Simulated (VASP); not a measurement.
# Si (Imma) in VASP: single point with PBEsol+D4

Aim: the single point of Si with PBEsol+D4.

All numbers are computed with VASP 6.6.1; they aren't measurements. Logs are shortened: lines on timing, memory, paths and dates and some standing lists are left out, and cuts for length are marked.

## Step 1: The cell of the first run

The structure is orthorhombic, space group Imma (No. 74). The conventional cell has a = 4.502 Å, b = 4.737 Å, c = 2.550 Å, α = 90.00°, β = 90.00°, γ = 90.00°. Within 3.3 Å of Si (site symmetry mm2) lie 10 Si at 2.39 to 3.27 Å.

## Step 2: Single point, PBEsol+D4

Input file POSCAR:

```
Si
1.0
   -2.2510000000      2.3685000000      1.2750000000
    2.2510000000     -2.3685000000      1.2750000000
    2.2510000000      2.3685000000     -1.2750000000
Si
2
Direct
    0.8070000000      0.0570000000      0.7500000000
    0.1930000000      0.9430000000      0.2500000000
```

Input file INCAR.step1:

```
  PREC = Accurate
  ENCUT = 520
  EDIFF = 1E-6
  ISMEAR = 1
  SIGMA = 0.1
  LREAL = F
  LASPH = T
  NELM = 60
  ALGO = Normal
  ISIF = 2
  LWAVE = F
  LCHARG = T
  GGA = PS
  IVDW = 13
  NBANDS = 11
```

Input file KPOINTS.step1:

```
Automatic mesh
0
Gamma
  13 13 13
```

Input file INCAR.step2:

```
  PREC = Accurate
  ENCUT = 520
  EDIFF = 1E-6
  ISMEAR = -5
  SIGMA = 0.1
  LREAL = F
  LASPH = T
  NELM = 60
  ALGO = Normal
  ISIF = 2
  LWAVE = F
  LCHARG = F
  GGA = PS
  IVDW = 13
  LORBIT = 10
  NEDOS = 2001
  ICHARG = 11
```

Input file KPOINTS.step2:

```
Automatic mesh
0
Gamma
  20 20 20
```

Potentials or basis: VASP PAW PBE potentials, release 64 (Si).

The run is started by

```
$ cat potpaw_PBE.64/Si/POTCAR > POTCAR
$ cp INCAR.step1 INCAR
$ cp KPOINTS.step1 KPOINTS
$ mpirun -np 1 vasp_std > vasp.out
$ cp INCAR.step2 INCAR
$ cp KPOINTS.step2 KPOINTS
$ mpirun -np 1 vasp_std > vasp.out
```

OUTCAR:

```text
PREC = Accurate
   ENCUT = 520
   EDIFF = 1E-6
   ISMEAR = -5
   LREAL = F
   LASPH = T
   NELM = 60
   ISIF = 2
   GGA = PS
   IVDW = 13
   LORBIT = 10
   ICHARG = 11

 ion  position               nearest neighbor table
   1  0.807  0.057  0.750-   2 2.39   2 2.39   2 2.46   2 2.46   2 2.74   2 2.74
   2  0.193  0.943  0.250-   1 2.39   1 2.39   1 2.46   1 2.46   1 2.74   1 2.74

  LATTYP: Found a body centered orthorhombic cell.
 ALAT       =     2.5500000000
 B/A-ratio  =     1.7654901961
 C/A-ratio  =     1.8576470588

  Lattice vectors:

 A1 = (   2.2510000000,  -2.3685000000,   1.2750000000)
 A2 = (  -2.2510000000,  -2.3685000000,  -1.2750000000)
 A3 = (   2.2510000000,   2.3685000000,  -1.2750000000)

Analysis of symmetry for initial positions (statically):
=====================================================================
 Subroutine PRICEL returns:
 Original cell was already a primitive cell.

 Routine SETGRP: Setting up the symmetry group for a
 body centered orthorhombic supercell.

 Subroutine GETGRP returns: Found  8 space group operations
 (whereof  4 operations were pure point group operations)
 out of a pool of  8 trial point group operations.

The static configuration has the point symmetry C_2h.
 The point group associated with its full space group is D_2h.

Analysis of symmetry for dynamics (positions and initial velocities):
=====================================================================
 Subroutine PRICEL returns:
 Original cell was already a primitive cell.

 Routine SETGRP: Setting up the symmetry group for a
 body centered orthorhombic supercell.

 Subroutine GETGRP returns: Found  8 space group operations
 (whereof  4 operations were pure point group operations)
 out of a pool of  8 trial point group operations.

The dynamic configuration has the point symmetry C_2h.
 The point group associated with its full space group is D_2h.

 Subroutine INISYM returns: Found  8 space group operations
 (whereof  4 operations are pure point group operations),
 and found     1 'primitive' translations

----------------------------------------------------------------------------------------

                                     Primitive cell

  volume of cell :      27.1906

  direct lattice vectors                    reciprocal lattice vectors
    -2.251000000  2.368500000  1.275000000     0.000000000  0.211104074  0.392156863
     2.251000000 -2.368500000  1.275000000     0.222123501  0.000000000  0.392156863
     2.251000000  2.368500000 -1.275000000     0.222123501  0.211104074  0.000000000

  length of vectors
     3.507480328  3.507480328  3.507480328     0.445367191  0.450694857  0.306437236

  position of ions in fractional coordinates (direct lattice)
     0.807000000  0.057000000  0.750000000
     0.193000000  0.943000000  0.250000000

  ion indices of the primitive-cell ions
   primitive index   ion index
                 1           1
                 2           2

----------------------------------------------------------------------------------------

 KPOINTS: Automatic mesh

Automatic generation of k-mesh.
 Grid dimensions read from file:
 generate k-points for:   20   20   20

 Generating k-lattice:

  Cartesian coordinates                     Fractional coordinates (reciprocal lattice)
     0.000000000  0.010555204  0.019607843     0.050000000  0.000000000  0.000000000
     0.011106175  0.000000000  0.019607843    -0.000000000  0.050000000  0.000000000
     0.011106175  0.010555204  0.000000000    -0.000000000  0.000000000  0.050000000

  Length of vectors
     0.022268360  0.022534743  0.015321862

  Shift w.r.t. Gamma in fractional coordinates (k-lattice)
     0.000000000  0.000000000  0.000000000

 TETIRR: Found  20117 inequivalent tetrahedra from    48000

 Subroutine IBZKPT returns following result:
 ===========================================

 Found   1166 irreducible k-points:

 Following reciprocal coordinates:
            Coordinates               Weight
  0.000000  0.000000  0.000000      1.000000
  0.050000  0.000000 -0.000000      4.000000
  0.100000  0.000000 -0.000000      4.000000
  0.150000  0.000000 -0.000000      4.000000
  0.200000  0.000000 -0.000000      4.000000
  0.250000  0.000000  0.000000      4.000000
[... 16 lines left out ...]
 -0.450000  0.050000  0.000000      8.000000
 -0.400000  0.050000  0.000000      8.000000
 [... further k-points ...]
   k-points           NKPTS =   1166   k-points in BZ     NKDIM =   1166   number of bands    NBANDS=      8
   number of dos      NEDOS =   2001   number of ions     NIONS =      2
   total plane-waves  NPLWV =  21952
   dimension x,y,z NGX =    28 NGY =   28 NGZ =   28
   dimension x,y,z NGXF=    56 NGYF=   56 NGZF=   56
   ions per type =               2
   NGX,Y,Z   is equivalent  to a cutoff of  13.27, 13.27, 13.27 a.u.
   NGXF,Y,Z  is equivalent  to a cutoff of  26.54, 26.54, 26.54 a.u.
 SYSTEM =  unknown system
   PREC   = accura    normal or accurate (medium, high low for compatibility)
   ISTART =      0    job   : 0-new  1-cont  2-samecut
   ICHARG =     11    charge: 1-file 2-atom 10-const
   ISPIN  =      1    spin polarized calculation?
   LNONCOLLINEAR =      F non collinear calculations
   LSORBIT =      F    spin-orbit coupling
   LASPH  =      T    aspherical Exc in radial PAW
   ENCUT  =  520.0 eV  38.22 Ry    6.18 a.u.   6.52  6.52  6.52*2*pi/ulx,y,z
   NELM   =     60;   NELMIN=  2; NELMDL=  0     # of ELM steps
   EDIFF  = 0.1E-05   stopping-criterion for ELM
   LREAL  =      F    real-space projection
   EDIFFG = 0.1E-04   stopping-criterion for IOM
   NSW    =      0    number of steps for IOM
   IBRION =     -1    ionic relax: 0-MD 1-quasi-New 2-CG
   NFREE  =      0    steps in history (QN), initial steepest desc. (CG)
   ISIF   =      2    stress and relaxation
   ISYM   =      2    0-nonsym 1-usesym 2-fastsym
   POTIM  = 0.5000    time-step for ionic-motion
   TEBEG  =    0.0;   TEEND  =   0.0 temperature during run
   PSTRESS=    0.0 pullay stress
   NELECT =       8.0000    total number of electrons
   NUPDOWN=      -1.0000    fix difference up-down
   EMIN   =  10.00;   EMAX   =-10.00  energy-range for DOS
   EFERMI =   0.00;   METHOD = LEGACY
   ISMEAR =    -5;   SIGMA  =   0.10  broadening in eV -4-tet -1-fermi 0-gaus
   EFERMI_NEDOS =   21; number of points for ismear=-14 and -15
   IALGO  =     38    algorithm
   IMIX   =      4    mixing-type and parameters
     AMIX     =   0.40;   BMIX     =  1.00
     AMIX_MAG =   1.60;   BMIX_MAG =  1.00
  volume/ion in A,a.u.               =      13.60        91.75
  Fermi-wavevector in a.u.,A,eV,Ry     =   1.088843  2.057614 16.130773  1.185578
  Thomas-Fermi vector in A             =   2.225033
   LORBIT       =     10    0 simple, 1 ext, 2 COOP (PROOUT), +10 PAW based schemes
   GGA     = PS    functional components
   LHFCALC =     F    Hartree Fock is set to
   AEXX    =    0.0000 exact exchange contribution
   IVDW    =    13    specifies the selected vdW correction
   LEPSILON=     F    determine dielectric tensor
   LRPA    =     F    only Hartree local field effects (RPA)
 non-spin polarized calculation
 Fermi weights with tetrahedron method with Bloechl corrections
  energy-cutoff  :      520.00
  volume of cell :       27.19
 maximum number of plane-waves:       761
 NGX is ok and might be reduce to    28

 number of electron       8.0000000 magnetization

 Free energy of the ion-electron system (eV)
  ---------------------------------------------------
  ext. energy  EPLUGINS =         0.00000000
  ---------------------------------------------------
  free energy    TOTEN  =       -11.01206486 eV

  energy without entropy =      -11.01206486  energy(sigma->0) =      -11.01206486

 E-fermi :  10.6582     XC(G=0): -11.4366

 val. band max:       10.9262917235   @ k =   0.4500   0.4500   0.0500
 cond. band min:      10.5728557552   @ k =   0.5000   0.1500   0.0500
 fundamental gap:     -0.3534359684
 Fermi energy:        10.6582492628

 k-point     1 :       0.0000    0.0000    0.0000
  band No.  band energies     occupation
      1      -4.1715      2.00000
      2       7.6734      2.00000
      3       8.1595      2.00000
      4       8.9959      2.00000
      5      11.6697      0.00000
      6      18.4365      0.00000
      7      19.7698      0.00000
      8      20.6607      0.00000

 k-point     2 :       0.0500    0.0000   -0.0000
  band No.  band energies     occupation
      1      -4.0998      2.00000
      2       7.6437      2.00000
      3       7.9178      2.00000
      4       9.3516      2.00000
      5      11.8358      0.00000
      6      17.8636      0.00000
      7      19.5669      0.00000
      8      20.0771      0.00000

 k-point     3 :       0.1000    0.0000   -0.0000
  band No.  band energies     occupation
      1      -3.8849      2.00000
      2       7.5768      2.00000
      3       7.5790      2.00000
      4      10.0224      2.08454
      5      12.3090      0.00000
      6      16.8699      0.00000
      7      17.8422      0.00000
      8      19.6373      0.00000

 k-point     4 :       0.1500    0.0000   -0.0000
  band No.  band energies     occupation
      1      -3.5272      2.00000
      2       7.3248      2.00000
      3       7.5290      2.00000
      4      10.7603      0.77524
      5      13.0362      0.00000
      6      15.7974      0.00000
      7      16.0135      0.00000
      8      18.4169      0.00000

 k-point     5 :       0.2000    0.0000   -0.0000
  band No.  band energies     occupation
      1      -3.0277      2.00000
      2       7.1903      2.00000
      3       7.5373      2.00000
      4      11.2650     -0.15664
      5      13.9607      0.00000
      6      14.4642      0.00000
      7      14.7527      0.00000
      8      16.9700      0.00000

 k-point     6 :       0.2500    0.0000    0.0000
  band No.  band energies     occupation
      1      -2.3877      2.00000
      2       7.1780      2.00000
      3       7.6319      2.00000
      4      10.6871      0.99114
      5      13.5919      0.00000
      6      14.2745      0.00000
      7      14.8729      0.00000
      8      15.7756      0.00000

 k-point     7 :       0.3000    0.0000   -0.0000
  band No.  band energies     occupation
      1      -1.6087      2.00000
      2       7.2784      2.00000
      3       7.8283      2.00000
      4       9.1995      2.02486
      5      12.5712      0.00000
      6      14.1025      0.00000
      7      15.0394      0.00000
      8      16.4417      0.00000
[... 133 lines left out ...]
 k-point    20 :       0.4000    0.0500   -0.0000
  band No.  band energies     occupation
      1       1.2904      2.00000
      2       4.6432      2.00000
      3       8.3722      2.00000
      4       9.1219      2.00000
      5       9.9320      2.01371
      6      11.1721      0.00000
      7      15.0665      0.00000
      8      16.4786      0.00000

 k-point    21 :       0.4500    0.0500    0.0000
  band No.  band energies     occupation
      1       2.5428      2.00000
      2       3.2210      2.00000
      3       8.4593      2.00000
      4       8.8946      2.00000
      5       9.9023      2.00000
      6      10.9472      0.00000
      7      14.9175      0.00000
      8      16.5017      0.00000

 k-point    22 :       0.5000    0.0500    0.0000
  band No.  band energies     occupation
      1       1.8417      2.00000
      2       3.9877      2.00000
      3       7.8139      2.00000
      4       9.0615      2.00000
      5       9.9030      2.02962
      6      11.5071      0.00000
      7      14.9070      0.00000
      8      16.6217      0.00000

 k-point    23 :      -0.4500    0.0500    0.0000
  band No.  band energies     occupation
      1       0.6376      2.00000
      2       5.4820      2.00000
      3       7.2867      2.00000
      4       8.6458      2.00000
      5      10.5787      1.40065
      6      12.3320      0.00000
      7      15.0531      0.00000
      8      16.7808      0.00000

 k-point    24 :      -0.4000    0.0500    0.0000
  band No.  band energies     occupation
      1      -0.4408      2.00000
      2       6.6880      2.00000
      3       7.2567      2.00000
      4       8.2551      2.00000
      5      11.4211     -0.12906
      6      13.2957      0.00000
      7      15.3583      0.00000
      8      16.5806      0.00000

 [... further k-points ...]

------------------------ aborting loop because EDIFF is reached ----------------------------------------

  DFT-D4 for vdW energy calculation

  Edisp (eV):   -0.54139

  FORCE on cell =-STRESS in cart. coord.  units (eV):
  Direction    XX          YY          ZZ          XY          YZ          ZX
  --------------------------------------------------------------------------------------
  -------------------------------------------------------------------------------------
  Total       1.56487     2.08363     1.52640     0.00000    -0.00000     0.00000
  in kB      92.20800   122.77555    89.94141     0.00000    -0.00000     0.00000
  external pressure =      101.64 kB  Pullay stress =        0.00 kB

 VOLUME and BASIS-vectors are now :
 -----------------------------------------------------------------------------
  energy-cutoff  :      520.00
  volume of cell :       27.19
      direct lattice vectors                 reciprocal lattice vectors
    -2.251000000  2.368500000  1.275000000     0.000000000  0.211104074  0.392156863
     2.251000000 -2.368500000  1.275000000     0.222123501  0.000000000  0.392156863
     2.251000000  2.368500000 -1.275000000     0.222123501  0.211104074  0.000000000

 POSITION                                       TOTAL-FORCE (eV/Angst)
 -----------------------------------------------------------------------------------
      0.00000      3.55275      0.14535         0.000000      0.000000      0.004887
      2.25100     -1.18425      1.12965        -0.000000     -0.000000     -0.004887
 -----------------------------------------------------------------------------------
    total drift:                               -0.000000     -0.000000      0.000000

  FREE ENERGIE OF THE ION-ELECTRON SYSTEM (eV)
  ---------------------------------------------------
  free  energy   TOTEN  =       -11.5534525681 eV

  energy  without entropy=      -11.5534525681  energy(sigma->0) =      -11.55345257

 total charge

# of ion       s       p       d       tot
------------------------------------------
    1        0.786   0.878   0.000   1.665
    2        0.786   0.878   0.000   1.665
--------------------------------------------------
tot          1.573   1.757   0.000   3.330
```

Run time: 6.6 min. Hardware: 1 thread of AMD EPYC, shared host; peak memory 0.31 GiB.

Results:

| Quantity | Value |
| --- | --- |
| Valence electrons inside the program's atomic spheres | Si 1.67 |
| Dispersion energy per atom | -0.271 eV |

Caveat: the PAW data sets were made with another functional, which shifts forces and pressure a little.
